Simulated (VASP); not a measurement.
# PbF2 (Fm-3m) in VASP: notebook

The runs below take PbF2 through single point, relaxation of cell and atoms, with r2SCAN, PBE.

Everything below comes from runs of VASP 6.6.1. Logs are shortened: lines on timing, memory, paths and dates and some standing lists are left out, and cuts for length are marked.

## 1. The cell of the first run

The structure is cubic, space group Fm-3m (No. 225). Conventional cell: a = 5.921 Å, b = 5.921 Å, c = 5.921 Å, α = 90.00°, β = 90.00°, γ = 90.00°. Within 3.4 Å of Pb (site symmetry m-3m) lie 8 F at 2.56 Å. Within 3.4 Å of F (site symmetry -43m) lie 4 Pb at 2.56 Å and 6 F at 2.96 Å.

## 2. Single point, r2SCAN

Input file POSCAR:

```
PbF2
1.0
    0.0000000000      2.9604381111      2.9604381111
    2.9604381111      0.0000000000      2.9604381111
    2.9604381111      2.9604381111      0.0000000000
Pb F
1 2
Direct
    0.0000000000      0.0000000000      0.0000000000
    0.2500000000      0.2500000000      0.2500000000
    0.7500000000      0.7500000000      0.7500000000
```

Input file INCAR.step1:

```
SYSTEM = PbF2
PREC = Accurate ; ENCUT = 520
ISMEAR = 0 ; SIGMA = 0.01
LREAL = .FALSE. ; LASPH = .TRUE.
NELM = 60 ; NBANDS = 21
GGA = PE ; ALGO = Normal
EDIFF = 1E-4 ; LWAVE = .TRUE.
LCHARG = .FALSE.
```

Input file INCAR.step2:

```
SYSTEM = PbF2
PREC = Accurate ; ENCUT = 520
EDIFF = 1E-7 ; ISMEAR = 0
SIGMA = 0.01 ; LREAL = .FALSE.
LASPH = .TRUE. ; NELM = 60
ALGO = Normal ; ISIF = 2
LWAVE = .FALSE. ; LCHARG = .FALSE.
METAGGA = R2SCAN ; LMIXTAU = .TRUE.
NBANDS = 21 ; ISTART = 1
```

Input file KPOINTS:

```
regular mesh
0
G
  8 8 8
  0 0 0
```

Potentials or basis: VASP PAW PBE potentials, release 64 (Pb_d, F).

On the command line:

```console
> cat potpaw_PBE.64/Pb_d/POTCAR potpaw_PBE.64/F/POTCAR > POTCAR
> cp INCAR.step1 INCAR
> mpirun -np 1 vasp_std > vasp.out
> cp INCAR.step2 INCAR
> mpirun -np 1 vasp_std > vasp.out
```

OUTCAR:

```text
SYSTEM = PbF2
   PREC = Accurate
   ENCUT = 520
   EDIFF = 1E-7
   ISMEAR = 0
   LREAL = .FALSE.
   LASPH = .TRUE.
   NELM = 60
   ISIF = 2
   METAGGA = R2SCAN
   ISTART = 1

 ion  position               nearest neighbor table
   1  0.000  0.000  0.000-   3 2.56   3 2.56   3 2.56   2 2.56   3 2.56   2 2.56   2 2.56   2 2.56

   2  0.250  0.250  0.250-   1 2.56   1 2.56   1 2.56   1 2.56
   3  0.750  0.750  0.750-   1 2.56   1 2.56   1 2.56   1 2.56

  LATTYP: Found a face centered cubic cell.
 ALAT       =     5.9208762222

  Lattice vectors:

 A1 = (   0.0000000000,   2.9604381111,   2.9604381111)
 A2 = (   2.9604381111,   0.0000000000,   2.9604381111)
 A3 = (   2.9604381111,   2.9604381111,   0.0000000000)

Analysis of symmetry for initial positions (statically):
=====================================================================
 Subroutine PRICEL returns:
 Original cell was already a primitive cell.

 Routine SETGRP: Setting up the symmetry group for a
 face centered cubic supercell.

 Subroutine GETGRP returns: Found 48 space group operations
 (whereof 48 operations were pure point group operations)
 out of a pool of 48 trial point group operations.

The static configuration has the point symmetry O_h .

Analysis of symmetry for dynamics (positions and initial velocities):
=====================================================================
 Subroutine PRICEL returns:
 Original cell was already a primitive cell.

 Routine SETGRP: Setting up the symmetry group for a
 face centered cubic supercell.

 Subroutine GETGRP returns: Found 48 space group operations
 (whereof 48 operations were pure point group operations)
 out of a pool of 48 trial point group operations.

The dynamic configuration has the point symmetry O_h .

 Subroutine INISYM returns: Found 48 space group operations
 (whereof 48 operations are pure point group operations),
 and found     1 'primitive' translations

----------------------------------------------------------------------------------------

                                     Primitive cell

  volume of cell :      51.8917

  direct lattice vectors                    reciprocal lattice vectors
     0.000000000  2.960438111  2.960438111    -0.168893921  0.168893921  0.168893921
     2.960438111  0.000000000  2.960438111     0.168893921 -0.168893921  0.168893921
     2.960438111  2.960438111  0.000000000     0.168893921  0.168893921 -0.168893921

  length of vectors
     4.186691727  4.186691727  4.186691727     0.292532852  0.292532852  0.292532852

  position of ions in fractional coordinates (direct lattice)
     0.000000000  0.000000000  0.000000000
     0.250000000  0.250000000  0.250000000
     0.750000000  0.750000000  0.750000000

  ion indices of the primitive-cell ions
   primitive index   ion index
                 1           1
                 2           2
                 3           3

----------------------------------------------------------------------------------------

 KPOINTS: regular mesh

Automatic generation of k-mesh.
 Grid dimensions read from file:
 generate k-points for:    8    8    8

 Generating k-lattice:

  Cartesian coordinates                     Fractional coordinates (reciprocal lattice)
    -0.021111740  0.021111740  0.021111740     0.125000000  0.000000000  0.000000000
     0.021111740 -0.021111740  0.021111740     0.000000000  0.125000000  0.000000000
     0.021111740  0.021111740 -0.021111740     0.000000000  0.000000000  0.125000000

  Length of vectors
     0.036566606  0.036566606  0.036566606

  Shift w.r.t. Gamma in fractional coordinates (k-lattice)
     0.000000000  0.000000000  0.000000000

 Subroutine IBZKPT returns following result:
 ===========================================

 Found     29 irreducible k-points:

 Following reciprocal coordinates:
            Coordinates               Weight
  0.000000  0.000000  0.000000      1.000000
  0.125000  0.000000  0.000000      8.000000
  0.250000  0.000000  0.000000      8.000000
  0.375000  0.000000  0.000000      8.000000
  0.500000  0.000000  0.000000      4.000000
  0.125000  0.125000  0.000000      6.000000
[... 16 lines left out ...]
  0.500000  0.250000  0.125000     48.000000
 -0.375000  0.250000  0.125000     24.000000
 [... further k-points ...]
   k-points           NKPTS =     29   k-points in BZ     NKDIM =     29   number of bands    NBANDS=     21
   number of dos      NEDOS =    301   number of ions     NIONS =      3
   total plane-waves  NPLWV =  32768
   dimension x,y,z NGX =    32 NGY =   32 NGZ =   32
   dimension x,y,z NGXF=    64 NGYF=   64 NGZF=   64
   ions per type =               1   2
   NGX,Y,Z   is equivalent  to a cutoff of  12.71, 12.71, 12.71 a.u.
   NGXF,Y,Z  is equivalent  to a cutoff of  25.41, 25.41, 25.41 a.u.
 SYSTEM =  PbF2
   PREC   = accura    normal or accurate (medium, high low for compatibility)
   ISTART =      1    job   : 0-new  1-cont  2-samecut
[... 81 lines left out ...]
      6     -13.2686      2.00000
[... 13 lines left out ...]
     20      16.9961      0.00000
     21      19.1453      0.00000

 k-point     3 :       0.2500    0.0000    0.0000
  band No.  band energies     occupation
      1     -20.7592      2.00000
      2     -20.3613      2.00000
      3     -13.3052      2.00000
      4     -13.3052      2.00000
      5     -13.2619      2.00000
      6     -13.2619      2.00000
[... 13 lines left out ...]
     20      16.3639      0.00000
     21      17.8706      0.00000

 k-point     4 :       0.3750    0.0000    0.0000
  band No.  band energies     occupation
      1     -20.6615      2.00000
      2     -20.4493      2.00000
      3     -13.3053      2.00000
      4     -13.3053      2.00000
      5     -13.2462      2.00000
      6     -13.2462      2.00000
[... 13 lines left out ...]
     20      15.9988      0.00000
     21      16.8644      0.00000

 k-point     5 :       0.5000    0.0000    0.0000
  band No.  band energies     occupation
      1     -20.5850      2.00000
      2     -20.5209      2.00000
      3     -13.3068      2.00000
      4     -13.3068      2.00000
      5     -13.2383      2.00000
      6     -13.2383      2.00000
[... 13 lines left out ...]
     20      15.8912      0.00000
     21      16.4957      0.00000

 k-point     6 :       0.1250    0.1250    0.0000
  band No.  band energies     occupation
      1     -20.8259      2.00000
      2     -20.3021      2.00000
      3     -13.3075      2.00000
      4     -13.3075      2.00000
      5     -13.2857      2.00000
      6     -13.2735      2.00000
[... 13 lines left out ...]
     20      17.6282      0.00000
     21      19.4608      0.00000

 k-point     7 :       0.2500    0.1250    0.0000
  band No.  band energies     occupation
      1     -20.7677      2.00000
      2     -20.3528      2.00000
      3     -13.2963      2.00000
      4     -13.2961      2.00000
      5     -13.2738      2.00000
      6     -13.2587      2.00000
[... 13 lines left out ...]
     20      17.2827      0.00000
     21      18.8590      0.00000
[... 291 lines left out ...]
      1     -20.5652      2.00000
      2     -20.5251      2.00000
      3     -13.2942      2.00000
      4     -13.2561      2.00000
      5     -13.2433      2.00000
      6     -13.1917      2.00000
[... 13 lines left out ...]
     20      17.8951      0.00000
     21      19.0101      0.00000

 k-point    21 :       0.5000    0.5000    0.0000
  band No.  band energies     occupation
      1     -20.5995      2.00000
      2     -20.4881      2.00000
      3     -13.3054      2.00000
      4     -13.2449      2.00000
      5     -13.2318      2.00000
      6     -13.2318      2.00000
[... 13 lines left out ...]
     20      19.1775      0.00000
     21      19.5585      0.00000

 k-point    22 :       0.3750    0.2500    0.1250
  band No.  band energies     occupation
      1     -20.7065      2.00000
      2     -20.4052      2.00000
      3     -13.2887      2.00000
      4     -13.2804      2.00000
      5     -13.2732      2.00000
      6     -13.2426      2.00000
[... 13 lines left out ...]
     20      17.4216      0.00000
     21      18.6443      0.00000

 k-point    23 :       0.5000    0.2500    0.1250
  band No.  band energies     occupation
      1     -20.6287      2.00000
      2     -20.4731      2.00000
      3     -13.2896      2.00000
      4     -13.2790      2.00000
      5     -13.2537      2.00000
      6     -13.2199      2.00000
[... 13 lines left out ...]
     20      18.1056      0.00000
     21      18.8147      0.00000

 k-point    24 :      -0.3750    0.2500    0.1250
  band No.  band energies     occupation
      1     -20.5648      2.00000
      2     -20.5327      2.00000
      3     -13.2899      2.00000
      4     -13.2811      2.00000
      5     -13.2417      2.00000
      6     -13.2112      2.00000
[... 13 lines left out ...]
     20      18.3853      0.00000
     21      18.7677      0.00000

 [... further k-points ...]

------------------------ aborting loop because EDIFF is reached ----------------------------------------

  FORCE on cell =-STRESS in cart. coord.  units (eV):
  Direction    XX          YY          ZZ          XY          YZ          ZX
  --------------------------------------------------------------------------------------
  -------------------------------------------------------------------------------------
  Total       -0.0229294     -0.0229294     -0.0229294      0.0000000      0.0000000     -0.0000000
  in kB       -0.7079551     -0.7079551     -0.7079551      0.0000000      0.0000000     -0.0000000
  external PRESSURE =      -0.7079551 kB  Pullay stress =       0.0000000 kB

 VOLUME and BASIS-vectors are now :
 -----------------------------------------------------------------------------
  energy-cutoff  :      520.00
  volume of cell :       51.89
      direct lattice vectors                 reciprocal lattice vectors
     0.000000000  2.960438111  2.960438111    -0.168893921  0.168893921  0.168893921
     2.960438111  0.000000000  2.960438111     0.168893921 -0.168893921  0.168893921
     2.960438111  2.960438111  0.000000000     0.168893921  0.168893921 -0.168893921

 POSITION                                       TOTAL-FORCE (eV/Angst)
 -----------------------------------------------------------------------------------
      0.00000      0.00000      0.00000        -0.000000     -0.000000     -0.000000
      1.48022      1.48022      1.48022         0.000000      0.000000      0.000000
      4.44066      4.44066      4.44066        -0.000000     -0.000000     -0.000000
 -----------------------------------------------------------------------------------
    total drift:                                0.000000     -0.000000      0.000000

  FREE ENERGIE OF THE ION-ELECTRON SYSTEM (eV)
  ---------------------------------------------------
  free  energy   TOTEN  =       -70.1617954650 eV

  energy  without entropy=      -70.1617954650  energy(sigma->0) =      -70.16179547
```

Run time: 56 s. Hardware: 1 thread of Intel Xeon 6975P-C (Granite Rapids), shared host; peak memory 0.2 GiB.

What came out:

| Item | Value |
| --- | --- |
| Free energy | -70.1618 eV |
| Pressure | -0.1 GPa |
| Band gap on the k mesh | 4.93 eV (least direct gap 5.08 eV) |

Caveat: the PAW data sets were made with another functional, which shifts forces and pressure a little; spin-orbit coupling is left out, which moves the levels of the heavy elements. A k mesh can miss the band edges.

## 3. Relaxation of cell and atoms, PBE

This run uses another cell than the first one, of 9.28 Å³/atom.

Input file INCAR:

```
PREC = Accurate
ENCUT = 600
EDIFF = 1E-6
ISMEAR = -1
SIGMA = 0.02
LREAL = F
LASPH = T
NELM = 60
ALGO = Normal
ISIF = 3
LWAVE = F
LCHARG = F
GGA = PE
IBRION = 2
NSW = 80
EDIFFG = -0.005
```

Input file KPOINTS:

```
Automatic mesh
0
Gamma
  8 8 8
```

Input file POSCAR:

```
PbF2
1.0
    0.0000000000      2.4059029803      2.4059029803
    2.4059029803      0.0000000000      2.4059029803
    2.4059029803      2.4059029803      0.0000000000
Pb F
1 2
Direct
    0.0000000000      0.0000000000      0.0000000000
    0.2500000000      0.2500000000      0.2500000000
    0.7500000000      0.7500000000      0.7500000000
```

Potentials or basis: VASP PAW PBE potentials, release 64 (Pb_d, F).

On the command line:

```console
> cat potpaw_PBE.64/Pb_d/POTCAR potpaw_PBE.64/F/POTCAR > POTCAR
> mpirun -np 1 vasp_std > vasp.out
```

It took 85 s on 1 thread of Intel Xeon 6975P-C (Granite Rapids), shared host; peak memory 0.15 GiB.

The run converged. Its results:

* Free energy: -14.0093 eV
* Relaxed volume: 16.64 Å³/atom
* Relaxed cell: a = 4.133 Å, b = 4.133 Å, c = 4.133 Å, α = 60.00°, β = 60.00°, γ = 60.00°
* Space group after relaxing (to 0.1 Å): Fm-3m (No. 225)
* Pressure after relaxing: 0.0 GPa
* Band gap on the k mesh: 4.42 eV (least direct gap 4.57 eV)

Final structure:
```
CELL_PARAMETERS angstrom
0.00000 2.92217 2.92217
2.92217 0.00000 2.92217
2.92217 2.92217 0.00000
ATOMIC_POSITIONS crystal
Pb 0.00000 0.00000 0.00000
F 0.25000 0.25000 0.25000
F 0.75000 0.75000 0.75000
```

Levels at points of the mesh, in eV from the valence-band top:
| k point | band 10 | band 11 | band 12 | band 13 | band 14 | band 15 | band 16 | band 17 | band 18 |
| --- | --- | --- | --- | --- | --- | --- | --- | --- | --- |
| (0.00, 0.00, 0.00) | -2.77 | -2.77 | -2.27 | -2.27 | -2.27 | 6.82 | 6.82 | 6.82 | 10.75 |
| (0.50, 0.00, 0.00) | -3.00 | -3.00 | -2.43 | -2.43 | -0.06 | 5.02 | 7.81 | 7.81 | 13.29 |
| (0.50, 0.50, 0.00) | -3.93 | -1.82 | -1.81 | -1.81 | -0.15 | 4.42 | 8.07 | 8.07 | 8.87 |

Caveat: the volume moved by over 15 % at a fixed basis, so the end points are rough; spin-orbit coupling is left out, which moves the levels of the heavy elements.

## 4. Relaxation of cell and atoms, r2SCAN

This run uses another cell than the first one, of 18.01 Å³/atom.

Input file POSCAR:

```
PbF2
1.0
    0.0000000000      3.0003293718      3.0003293718
    3.0003293718      0.0000000000      3.0003293718
    3.0003293718      3.0003293718      0.0000000000
Pb F
1 2
Direct
    0.0000000000      0.0000000000      0.0000000000
    0.2500000000      0.2500000000      0.2500000000
    0.7500000000      0.7500000000      0.7500000000
```

Input file INCAR.step1:

```
  PREC = Accurate
  ENCUT = 600
  ISMEAR = -1
  SIGMA = 0.02
  LREAL = False
  LASPH = True
  NELM = 60
  GGA = PE
  ALGO = Normal
  EDIFF = 1E-4
  LWAVE = True
  LCHARG = False
```

Input file INCAR.step2:

```
  PREC = Accurate
  ENCUT = 600
  EDIFF = 1E-6
  ISMEAR = -1
  SIGMA = 0.02
  LREAL = False
  LASPH = True
  NELM = 60
  ALGO = Normal
  ISIF = 3
  LWAVE = False
  LCHARG = False
  METAGGA = R2SCAN
  LMIXTAU = True
  IBRION = 2
  NSW = 80
  EDIFFG = -0.005
  ISTART = 1
```

Input file KPOINTS:

```
regular mesh
0
Gamma
  6 6 6
```

On the command line:

```console
> cat potpaw_PBE.64/Pb_d/POTCAR potpaw_PBE.64/F/POTCAR > POTCAR
> cp INCAR.step1 INCAR
> mpirun -np 1 vasp_std > vasp.out
> cp INCAR.step2 INCAR
> mpirun -np 1 vasp_std > vasp.out
```

Wall time 1.9 min (1 thread of Intel Xeon 6975P-C (Granite Rapids), shared host); peak memory 0.23 GiB.

The run converged. Its results:

```yaml
Free_energy: -70.1711 eV
Relaxed_volume: 17.27 Å³/atom
Relaxed_cell: a = 4.184 Å, b = 4.184 Å, c = 4.184 Å, α = 60.00°, β = 60.00°, γ = 60.00°
Space_group_after_relaxing_to_0.1_Å: Fm-3m (No. 225)
Energy_gained_by_relaxing: 7.1 meV/atom
Ionic_steps: 3
Pressure_after_relaxing: 0.0 GPa
Band_gap_on_the_k_mesh: 4.96 eV (least direct gap 5.08 eV)
```

Step by step:
```csv
step,energy change (eV),largest force (eV/Å),pressure (GPa),volume (Å³)
1,0.0000,0.0000,-2.96,54.02
2,-0.0208,0.0000,0.52,51.46
3,-0.0213,0.0000,0.00,51.80
```

Final structure:
```cif
data_structure
_symmetry_space_group_name_H-M 'P 1'
_symmetry_Int_Tables_number 1
_cell_length_a 4.1841
_cell_length_b 4.1841
_cell_length_c 4.1841
_cell_angle_alpha 60.000
_cell_angle_beta 60.000
_cell_angle_gamma 60.000
_cell_volume 51.80
loop_
_atom_site_label
_atom_site_type_symbol
_atom_site_fract_x
_atom_site_fract_y
_atom_site_fract_z
_atom_site_occupancy
Pb1 Pb 0.00000 0.00000 0.00000 1
F1 F 0.25000 0.25000 0.25000 1
F2 F 0.75000 0.75000 0.75000 1
```

Levels at points of the mesh, in eV from the valence-band top:
```
           k point  band 11  band 12  band 13  band 14  band 15  band 16  band 17  band 18
(0.00, 0.00, 0.00)    -2.65    -2.14    -2.14    -2.14     7.34     7.34     7.34    10.73
(0.50, 0.00, 0.00)    -2.84    -2.32    -2.32    -0.03     5.41     8.29     8.29    13.49
(0.50, 0.50, 0.00)    -1.73    -1.73    -1.73    -0.11     4.96     8.50     8.50     9.10
```

Caveat: the PAW data sets were made with another functional, which shifts forces and pressure a little; spin-orbit coupling is left out, which moves the levels of the heavy elements. A k mesh can miss the band edges.

## 5. Overview

| task | level | cell | k mesh | cutoff (eV) | smearing | gap on the mesh (eV) | pressure (GPa) | relaxed volume (Å³/atom) |
| --- | --- | --- | --- | --- | --- | --- | --- | --- |
| single point | r2SCAN | a = 4.187 Å, angles 60.0°, 3 atoms | 8 × 8 × 8 | 520 | gaussian 0.01 eV | 4.93 | -0.1 | - |
| relaxation of cell and atoms | PBE | relaxed from a = 3.402 Å, angles 60.0°, 3 atoms | 8 × 8 × 8 | 600 | fermi-dirac 0.02 eV | 4.42 | 0.0 | 16.64 |
| relaxation of cell and atoms | r2SCAN | relaxed from a = 4.243 Å, angles 60.0°, 3 atoms | 6 × 6 × 6 | 600 | fermi-dirac 0.02 eV | 4.96 | 0.0 | 17.27 |

Alike in all rows: potentials or basis VASP PAW PBE potentials, release 64 (Pb_d, F); no spin polarisation.

Caveats: spin-orbit coupling is left out, which moves the levels of the heavy elements; the PAW data sets were made with another functional, which shifts forces and pressure a little (at least some runs); the volume moved by over 15 % at a fixed basis, so the end points are rough (at least some runs).

Absolute energies hang on the potentials; compare differences alone.
